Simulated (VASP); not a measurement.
A run of VASP 6.6.1 is set up as follows.

INCAR

```
PREC = Accurate
ENCUT = 560
EDIFF = 1E-6
ISMEAR = 0
SIGMA = 0.05
LREAL = F
LASPH = T
NELM = 120
ALGO = Normal
ISIF = 2
LWAVE = F
LCHARG = T
GGA = PE
LELF = T
LVHAR = T
NBANDS = 19
GGA_COMPAT = F
```

File KPOINTS:

```
regular mesh
0
Gamma
  6 6 4
```

The input POSCAR:

```
CsRe
1.0
    3.6893539700      0.0000000000      0.0000000000
   -1.8446769800      3.1950742600      0.0000000000
    0.0000000000      0.0000000000      5.6314427200
Cs Re
1 1
Direct
    0.0028220000      0.0177320000      0.4944620000
    0.0100150000      0.0159480000      0.0002110000
```

Potentials or basis: VASP PAW PBE potentials, release 64 (Cs_sv, Re_sv_GW).

Launch:

```console
$ cat potpaw_PBE.64/Cs_sv/POTCAR potpaw_PBE.64/Re_sv_GW/POTCAR > POTCAR
$ mpirun -np 1 vasp_std > vasp.out
```

**Question.** Predict the band gap on the k mesh.

**Answer.** Zero (bands 12 and 13 overlap by 0.83 eV).

**Question.** Estimate the pressure.

**Answer.** -7.4 GPa.

**Question.** Estimate the largest force.

**Answer.** 0.271 eV/Å.

Stress tensor (GPa, compression positive):
```
-13.12   0.00  -0.01
  0.00 -13.13   0.00
 -0.01   0.00   4.11
```

Caveat: the stress differs along the axes, from -13 to 4 GPa; spin-orbit coupling is left out, which moves the levels of the heavy elements.
